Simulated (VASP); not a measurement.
# NaCl (Pm-3m) in VASP: single point with PBE

Aim: the single point of NaCl with PBE.

All numbers are computed with VASP 6.6.1; they aren't measurements. Logs are shortened: lines on timing, memory, paths and dates and some standing lists are left out, and cuts for length are marked.

### Step 1. The cell of the first run

The structure is cubic, space group Pm-3m (No. 221). Conventional cell: a = 2.802 Å, b = 2.802 Å, c = 2.802 Å, α = 90.00°, β = 90.00°, γ = 90.00°. Within 3.2 Å of Na (site symmetry m-3m) lie 8 Cl at 2.43 Å and 6 Na at 2.80 Å. Cl (site symmetry m-3m) has 8 Na at 2.43 Å and 6 Cl at 2.80 Å within 3.2 Å.

### Step 2. Single point, PBE (volume scaled by 0.9405)

INCAR

```
SYSTEM = NaCl
ALGO     = Normal         ! electronic algorithm
EDIFF    = 1E-6           ! SCF threshold, eV
ENCUT    = 500            ! plane-wave cutoff, eV
GGA      = PE             ! functional
GGA_COMPAT= .FALSE.      
ISIF     = 2              ! what is computed and relaxed
ISMEAR   = -1             ! smearing method
LASPH    = .TRUE.         ! aspherical terms in the spheres
LCHARG   = .TRUE.         ! write CHGCAR
LELF     = .TRUE.         ! ELF
LREAL    = .FALSE.        ! projectors in reciprocal space
LVHAR    = .TRUE.       
LWAVE    = .FALSE.        ! write WAVECAR
NBANDS   = 14             ! bands
NELM     = 120            ! most SCF steps
PREC     = Accurate       ! precision mode
SIGMA    = 0.02           ! smearing width, eV
```

KPOINTS

```
k-points
0
G
  8 8 8
  0 0 0
```

POSCAR

```
NaCl
1.0
    2.8021129234      0.0000000000      0.0000000000
    0.0000000000      2.8021129234      0.0000000000
    0.0000000000      0.0000000000      2.8021129234
Na Cl
1 1
Direct
    0.0000000000      0.0000000000      0.0000000000
    0.5000000000      0.5000000000      0.5000000000
```

Potentials or basis: VASP PAW PBE potentials, release 64 (Na_pv, Cl).

Run with:

```bash
$ cat potpaw_PBE.64/Na_pv/POTCAR potpaw_PBE.64/Cl/POTCAR > POTCAR
$ mpirun -np 1 vasp_std > vasp.out
```

OUTCAR:

```text
SYSTEM = NaCl
   EDIFF = 1E-6
   ENCUT = 500
   GGA = PE
   ISIF = 2
   ISMEAR = -1
   LASPH = .TRUE.
   LREAL = .FALSE.
   NELM = 120
   PREC = Accurate

 ion  position               nearest neighbor table
   1  0.000  0.000  0.000-   2 2.43   2 2.43   2 2.43   2 2.43   2 2.43   2 2.43   2 2.43   2 2.43

   2  0.500  0.500  0.500-   1 2.43   1 2.43   1 2.43   1 2.43   1 2.43   1 2.43   1 2.43   1 2.43

  LATTYP: Found a simple cubic cell.
 ALAT       =     2.8021129234

  Lattice vectors:

 A1 = (   2.8021129234,   0.0000000000,   0.0000000000)
 A2 = (   0.0000000000,   2.8021129234,   0.0000000000)
 A3 = (   0.0000000000,   0.0000000000,   2.8021129234)

Analysis of symmetry for initial positions (statically):
=====================================================================
 Subroutine PRICEL returns:
 Original cell was already a primitive cell.

 Routine SETGRP: Setting up the symmetry group for a
 simple cubic supercell.

 Subroutine GETGRP returns: Found 48 space group operations
 (whereof 48 operations were pure point group operations)
 out of a pool of 48 trial point group operations.

The static configuration has the point symmetry O_h .

Analysis of symmetry for dynamics (positions and initial velocities):
=====================================================================
 Subroutine PRICEL returns:
 Original cell was already a primitive cell.

 Routine SETGRP: Setting up the symmetry group for a
 simple cubic supercell.

 Subroutine GETGRP returns: Found 48 space group operations
 (whereof 48 operations were pure point group operations)
 out of a pool of 48 trial point group operations.

The dynamic configuration has the point symmetry O_h .

 Subroutine INISYM returns: Found 48 space group operations
 (whereof 48 operations are pure point group operations),
 and found     1 'primitive' translations

----------------------------------------------------------------------------------------

                                     Primitive cell

  volume of cell :      22.0017

  direct lattice vectors                    reciprocal lattice vectors
     2.802112923  0.000000000  0.000000000     0.356873555  0.000000000  0.000000000
     0.000000000  2.802112923  0.000000000     0.000000000  0.356873555  0.000000000
     0.000000000  0.000000000  2.802112923     0.000000000  0.000000000  0.356873555

  length of vectors
     2.802112923  2.802112923  2.802112923     0.356873555  0.356873555  0.356873555

  position of ions in fractional coordinates (direct lattice)
     0.000000000  0.000000000  0.000000000
     0.500000000  0.500000000  0.500000000

  ion indices of the primitive-cell ions
   primitive index   ion index
                 1           1
                 2           2

----------------------------------------------------------------------------------------

 KPOINTS: k-points

Automatic generation of k-mesh.
 Grid dimensions read from file:
 generate k-points for:    8    8    8

 Generating k-lattice:

  Cartesian coordinates                     Fractional coordinates (reciprocal lattice)
     0.044609194  0.000000000  0.000000000     0.125000000  0.000000000  0.000000000
     0.000000000  0.044609194  0.000000000     0.000000000  0.125000000  0.000000000
     0.000000000  0.000000000  0.044609194     0.000000000  0.000000000  0.125000000

  Length of vectors
     0.044609194  0.044609194  0.044609194

  Shift w.r.t. Gamma in fractional coordinates (k-lattice)
     0.000000000  0.000000000  0.000000000

 Subroutine IBZKPT returns following result:
 ===========================================

 Found     35 irreducible k-points:

 Following reciprocal coordinates:
            Coordinates               Weight
  0.000000  0.000000  0.000000      1.000000
  0.125000  0.000000  0.000000      6.000000
  0.250000  0.000000  0.000000      6.000000
  0.375000  0.000000  0.000000      6.000000
  0.500000  0.000000  0.000000      3.000000
  0.125000  0.125000  0.000000     12.000000
[... 16 lines left out ...]
  0.375000  0.375000  0.125000     24.000000
  0.500000  0.375000  0.125000     24.000000
 [... further k-points ...]
   k-points           NKPTS =     35   k-points in BZ     NKDIM =     35   number of bands    NBANDS=     14
   number of dos      NEDOS =    301   number of ions     NIONS =      2
   total plane-waves  NPLWV =   8000
   dimension x,y,z NGX =    20 NGY =   20 NGZ =   20
   dimension x,y,z NGXF=    40 NGYF=   40 NGZF=   40
   ions per type =               1   1
   NGX,Y,Z   is equivalent  to a cutoff of  11.87, 11.87, 11.87 a.u.
   NGXF,Y,Z  is equivalent  to a cutoff of  23.73, 23.73, 23.73 a.u.
 SYSTEM =  NaCl
   PREC   = accura    normal or accurate (medium, high low for compatibility)
   ISTART =      0    job   : 0-new  1-cont  2-samecut
   ICHARG =      2    charge: 1-file 2-atom 10-const
   ISPIN  =      1    spin polarized calculation?
   LNONCOLLINEAR =      F non collinear calculations
   LSORBIT =      F    spin-orbit coupling
   LASPH  =      T    aspherical Exc in radial PAW
   ENCUT  =  500.0 eV  36.75 Ry    6.06 a.u.   5.11  5.11  5.11*2*pi/ulx,y,z
   NELM   =    120;   NELMIN=  2; NELMDL= -5     # of ELM steps
   EDIFF  = 0.1E-05   stopping-criterion for ELM
   LREAL  =      F    real-space projection
   EDIFFG = 0.1E-04   stopping-criterion for IOM
   NSW    =      0    number of steps for IOM
   IBRION =     -1    ionic relax: 0-MD 1-quasi-New 2-CG
   NFREE  =      0    steps in history (QN), initial steepest desc. (CG)
   ISIF   =      2    stress and relaxation
   ISYM   =      2    0-nonsym 1-usesym 2-fastsym
   POTIM  = 0.5000    time-step for ionic-motion
   TEBEG  =    0.0;   TEEND  =   0.0 temperature during run
   PSTRESS=    0.0 pullay stress
   NELECT =      14.0000    total number of electrons
   NUPDOWN=      -1.0000    fix difference up-down
   EMIN   =  10.00;   EMAX   =-10.00  energy-range for DOS
   EFERMI =   0.00;   METHOD = LEGACY
   ISMEAR =    -1;   SIGMA  =   0.02  broadening in eV -4-tet -1-fermi 0-gaus
   EFERMI_NEDOS =   21; number of points for ismear=-14 and -15
   IALGO  =     38    algorithm
   IMIX   =      4    mixing-type and parameters
     AMIX     =   0.40;   BMIX     =  1.00
     AMIX_MAG =   1.60;   BMIX_MAG =  1.00
  volume/ion in A,a.u.               =      11.00        74.24
  Fermi-wavevector in a.u.,A,eV,Ry     =   1.408095  2.660913 26.976690  1.982731
  Thomas-Fermi vector in A             =   2.530287
   LORBIT       =      0    0 simple, 1 ext, 2 COOP (PROOUT), +10 PAW based schemes
   GGA     = PE    functional components
   LHFCALC =     F    Hartree Fock is set to
   AEXX    =    0.0000 exact exchange contribution
   IVDW    =     0    specifies the selected vdW correction
   LEPSILON=     F    determine dielectric tensor
   LRPA    =     F    only Hartree local field effects (RPA)
 non-spin polarized calculation
  energy-cutoff  :      500.00
  volume of cell :       22.00
 maximum number of plane-waves:       587
   NGX = 11   NGY = 11   NGZ = 11

 number of electron      14.0000014 magnetization

 Free energy of the ion-electron system (eV)
  ---------------------------------------------------
  ext. energy  EPLUGINS =         0.00000000
  ---------------------------------------------------
  free energy    TOTEN  =        -3.56027367 eV

  energy without entropy =       -3.56027367  energy(sigma->0) =       -3.56027367

 E-fermi :   8.2337     XC(G=0): -11.7007

 val. band max:        7.7493516487   @ k =   0.5000   0.5000   0.0000
 cond. band min:      11.9059010570   @ k =   0.5000   0.5000   0.0000
 fundamental gap:      4.1565494084
 Fermi energy:         8.2336674668

 k-point     1 :       0.0000    0.0000    0.0000
  band No.  band energies     occupation
      1     -15.2004      2.00000
      2     -15.2004      2.00000
      3     -15.2004      2.00000
      4      -9.7997      2.00000
      5       6.3768      2.00000
      6       6.3768      2.00000
      7       6.3768      2.00000
      8      14.0567      0.00000
      9      14.0567      0.00000
     10      15.7597      0.00000
     11      25.7371      0.00000
     12      25.7371      0.00000
     13      25.7371      0.00000
     14      31.1196      0.00000

 k-point     2 :       0.1250    0.0000    0.0000
  band No.  band energies     occupation
      1     -15.2884      2.00000
      2     -15.1939      2.00000
      3     -15.1939      2.00000
      4      -9.5632      2.00000
      5       5.1090      2.00000
      6       6.4435      2.00000
      7       6.4435      2.00000
      8      14.3122      0.00000
      9      14.9959      0.00000
     10      16.7529      0.00000
     11      24.4825      0.00000
     12      24.4825      0.00000
     13      25.9204      0.00000
     14      29.1331      0.00000

 k-point     3 :       0.2500    0.0000    0.0000
  band No.  band energies     occupation
      1     -15.4864      2.00000
      2     -15.1781      2.00000
      3     -15.1781      2.00000
      4      -8.9510      2.00000
      5       2.8669      2.00000
      6       6.6121      2.00000
      7       6.6121      2.00000
      8      15.0478      0.00000
      9      15.9862      0.00000
     10      19.7062      0.00000
     11      22.4915      0.00000
     12      22.4915      0.00000
     13      25.6469      0.00000
     14      26.4154      0.00000
[... 324 lines left out ...]
 k-point    23 :       0.3750    0.3750    0.1250
  band No.  band energies     occupation
      1     -15.4995      2.00000
      2     -15.4522      2.00000
      3     -15.1781      2.00000
      4      -7.2912      2.00000
      5       2.3046      2.00000
      6       2.4523      2.00000
      7       6.4696      2.00000
      8      13.6124      0.00000
      9      18.6519      0.00000
     10      18.9299      0.00000
     11      19.8787      0.00000
     12      24.9656      0.00000
     13      25.8204      0.00000
     14      29.2557      0.00000

 k-point    24 :       0.5000    0.3750    0.1250
  band No.  band energies     occupation
      1     -15.5279      2.00000
      2     -15.4479      2.00000
      3     -15.1715      2.00000
      4      -7.1104      2.00000
      5       1.7740      2.00000
      6       2.6254      2.00000
      7       6.6124      2.00000
      8      12.9008      0.00000
      9      18.3834      0.00000
     10      18.9772      0.00000
     11      19.9239      0.00000
     12      25.5369      0.00000
     13      26.0379      0.00000
     14      29.7945      0.00000

 [... further k-points ...]
[... 5 lines left out ...]
  --------------------------------------------------------------------------------------
  -------------------------------------------------------------------------------------
  Total       11.3261911     11.3261911     11.3261911     -0.0000000     -0.0000000      0.0000000
  in kB      824.7789509    824.7789509    824.7789509     -0.0000000     -0.0000000      0.0000000
  external PRESSURE =     824.7789509 kB  Pullay stress =       0.0000000 kB

 VOLUME and BASIS-vectors are now :
 -----------------------------------------------------------------------------
  energy-cutoff  :      500.00
  volume of cell :       22.00
      direct lattice vectors                 reciprocal lattice vectors
     2.802112923  0.000000000  0.000000000     0.356873555  0.000000000  0.000000000
     0.000000000  2.802112923  0.000000000     0.000000000  0.356873555  0.000000000
     0.000000000  0.000000000  2.802112923     0.000000000  0.000000000  0.356873555

 POSITION                                       TOTAL-FORCE (eV/Angst)
 -----------------------------------------------------------------------------------
      0.00000      0.00000      0.00000         0.000000      0.000000      0.000000
      1.40106      1.40106      1.40106         0.000000      0.000000      0.000000
 -----------------------------------------------------------------------------------
    total drift:                                0.000000      0.000000      0.000000

  FREE ENERGIE OF THE ION-ELECTRON SYSTEM (eV)
  ---------------------------------------------------
  free  energy   TOTEN  =        -3.5602736737 eV

  energy  without entropy=       -3.5602736737  energy(sigma->0) =       -3.56027367
```

Run time: 6.1 s. Hardware: 1 thread of Intel Xeon 6975P-C (Granite Rapids), shared host; peak memory 0.12 GiB.

What came out:

| Item | Value |
| --- | --- |
| Free energy | -3.5603 eV |
| Pressure | 82.5 GPa |
| Band gap on the k mesh | 4.16 eV, direct |

 A k mesh can miss the band edges.
